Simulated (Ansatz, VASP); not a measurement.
TiSi16: VASP beside Ansatz

```xyz
17
Lattice="0.0000 5.4300 5.4300 5.4300 0.0000 5.4300 5.4300 5.4300 0.0000" Properties=species:S:1:pos:R:3 pbc="T T T"
Si   -0.0002   -0.0003   -0.0001
Si    1.3135    1.3151    1.3134
Si    2.7126    2.7171   -0.0394
Si    4.1154    4.1163    1.3140
Si    2.7150   -0.0351    2.7148
Si    4.1160    1.3150    4.1160
Si    5.4675    2.7161    2.7162
Si    6.7707    4.0915    4.0874
Si   -0.0392    2.7172    2.7125
Si    1.3139    4.1163    4.1154
Si    2.7139    5.4706    2.7139
Si    4.0871    6.7747    4.0869
Si    2.7162    2.7162    5.4674
Si    4.0875    4.0915    6.7705
Si    5.4290    5.4334    5.4288
Si    6.7710    6.7746    6.7708
Ti    2.7143    2.7168    2.7143
```

Alike in both runs: functional PBE; k mesh 2 × 2 × 2; occupations fermi-dirac, width 0.05 eV; no spin polarisation.

Ansatz relaxed the structure, and its values are those at the end. VASP's run is a single point on that final structure, the one shown.

```csv
,VASP,Ansatz
version,VASP 6.6.1,Ansatz 0.2.0
potentials or method,"VASP PAW PBE potentials, release 64 (Si, Ti_sv), cutoff 520 eV","scalar-relativistic, plane waves, PAW"
valence electrons in the cell,76,76
```

Ansatz gave:

* rms of the force components (eV/Å): 0.009

Problem. Which values does VASP return?

Solution. rms of the force components (eV/Å): 0.007.

The k mesh is coarse, so the values compare programs but aren't converged.
